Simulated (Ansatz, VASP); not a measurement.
## One calculation of SrO, two programs

POSCAR

```
SrO
1.0
    0.0225762923      2.5801476905      2.5801476905
    2.5801476905      0.0225762923      2.5801476905
    2.6027239828      2.6027239828      0.0000000000
Sr O
1 1
Direct
    0.0000000000      0.0000000000      0.0000000000
    0.5000000000      0.5000000000      0.5000000000
```

File INCAR.step1:

```
SYSTEM = SrO
PREC     = Accurate       ! precision mode
ENCUT    = 520            ! plane-wave cutoff, eV
ISMEAR   = 0              ! smearing method
SIGMA    = 0.05           ! smearing width, eV
LREAL    = .FALSE.        ! projectors in reciprocal space
LASPH    = .TRUE.         ! aspherical terms in the spheres
NELM     = 100            ! most SCF steps
NBANDS   = 15             ! bands
GGA      = PE             ! functional
ALGO     = Normal         ! electronic algorithm
EDIFF    = 1E-4           ! SCF threshold, eV
LWAVE    = .TRUE.         ! write WAVECAR
LCHARG   = .FALSE.        ! write CHGCAR
```

File INCAR.step2:

```
SYSTEM = SrO
PREC     = Accurate       ! precision mode
ENCUT    = 520            ! plane-wave cutoff, eV
EDIFF    = 1E-6           ! SCF threshold, eV
ISMEAR   = 0              ! smearing method
SIGMA    = 0.05           ! smearing width, eV
LREAL    = .FALSE.        ! projectors in reciprocal space
LASPH    = .TRUE.         ! aspherical terms in the spheres
NELM     = 100            ! most SCF steps
ALGO     = Normal         ! electronic algorithm
ISIF     = 2              ! what is computed and relaxed
LWAVE    = .FALSE.        ! write WAVECAR
LCHARG   = .TRUE.         ! write CHGCAR
METAGGA  = R2SCAN         ! meta-GGA
LMIXTAU  = .TRUE.       
LELF     = .TRUE.         ! ELF
LVHAR    = .TRUE.       
NBANDS   = 15             ! bands
ISTART   = 1
```

The input KPOINTS:

```
Automatic mesh
0
G
  8 8 8
  0 0 0
```

Input for Ansatz:

```yaml
crystal:
  lattice:
    - [0.0225762923, 2.5801476905, 2.5801476905]
    - [2.5801476905, 0.0225762923, 2.5801476905]
    - [2.6027239828, 2.6027239828, 0.0]
  atoms:
    - { symbol: Sr, position: [0.0, 0.0, 0.0] }
    - { symbol: O, position: [0.5, 0.5, 0.5] }
basis:
  ecutwfc: 500
kpoints:
  mp_grid: { grid: [8, 8, 8] }
hamiltonian:
  xc: r2scan
scf:
  occupations: { method: gaussian, width: 0.05 }
output:
  forces: true
  stress: true
  eigenvalues: true
```

Change from the starting cell: strain +0.0175 x Voigt [0, 0, 0, 0, 0, 1], atoms carried along.

Alike in both runs: task single point; functional r2SCAN; k mesh 8 × 8 × 8; occupations gaussian, width 0.05 eV; no spin polarisation.

|  | VASP | Ansatz |
| --- | --- | --- |
| version | VASP 6.6.1 | Ansatz 0.2.0 |
| potentials or method | VASP PAW PBE potentials, release 64 (Sr_sv, O), cutoff 520 eV | scalar-relativistic, plane waves, PAW |
| valence electrons in the cell | 16 | 16 |

```tsv
	VASP	Ansatz	Ansatz less VASP
gap on the k mesh at the Fermi level (eV)	3.73	3.78	+0.052
least direct gap on the mesh (eV)	3.82	3.86	+0.041
pressure (GPa)	0.5	0.0	-0.52
traceless stress, the component that is largest in VASP (GPa)	-0.97	-0.97	-0.001
```

VASP's potentials were made for PBE, not for r2SCAN.
